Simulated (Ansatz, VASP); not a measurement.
**C in VASP and in Ansatz**

File INCAR:

```
ALGO = Normal ; DIPOL = 0.5 0.5 0.500
EDIFF = 1E-6 ; ENCUT = 520
GGA = PE ; GGA_COMPAT = F
IDIPOL = 3 ; ISIF = 2
ISMEAR = 0 ; IVDW = 12
LASPH = T ; LCHARG = T
LDIPOL = T ; LELF = T
LREAL = F ; LVACPOTAV = T
LVHAR = T ; LWAVE = F
NBANDS = 11 ; NELM = 120
NELMDL = -8 ; PREC = Accurate
SIGMA = 0.1
```

File KPOINTS:

```
k-points
0
Gamma
  9 9 1
```

File POSCAR:

```
C
1.0
    2.4649588005      0.0000000000      0.0000000000
   -1.2324794002      2.1347169405      0.0000000000
    0.0000000000      0.0000000000     26.0024025620
C
2
Direct
    0.6666666667      0.3333333333      0.4999769006
    0.3333333333      0.6666666667      0.5000230994
```

Input for Ansatz:

```yaml
crystal:
  lattice:
    - [2.4649588005, 0.0, 0.0]
    - [-1.2324794002, 2.1347169405, 0.0]
    - [0.0, 0.0, 26.002402562]
  atoms:
    - { symbol: C, position: [0.6666666667, 0.3333333333, 0.4999769006] }
    - { symbol: C, position: [0.3333333333, 0.6666666667, 0.5000230994] }
  periodic: [true, true, false]
basis:
  ecutwfc: 420
kpoints:
  mp_grid: { grid: [9, 9, 1] }
hamiltonian:
  xc: pbe
  dispersion: d3bj
scf:
  occupations: { method: gaussian, width: 0.1 }
output:
  forces: true
  stress: true
  eigenvalues: true
```

Alike in both runs: task single point; functional PBE; dispersion D3(BJ); k mesh 9 × 9 × 1; occupations gaussian, width 0.1 eV; no spin polarisation.

|  | VASP | Ansatz |
| --- | --- | --- |
| version | VASP 6.6.1 | Ansatz 0.2.0 |
| potentials or method | VASP PAW PBE potentials, release 64 (C), cutoff 520 eV | scalar-relativistic, plane waves, PAW |
| valence electrons in the cell | 8 | 8 |

|  | VASP | Ansatz | Ansatz less VASP |
| --- | --- | --- | --- |
| gap on the k mesh at the Fermi level (eV) | none | none | - |
| rms of the force components (eV/Å) | 0.012 | 0.012 | 0.0000 |
| work function, face that differs most (eV) | 4.24 | 4.24 | 0.000 |

Atom by atom the forces differ by 0.000 eV/Å (rms over components). A gap of «none» marks a metal or a gap that the smearing closes.
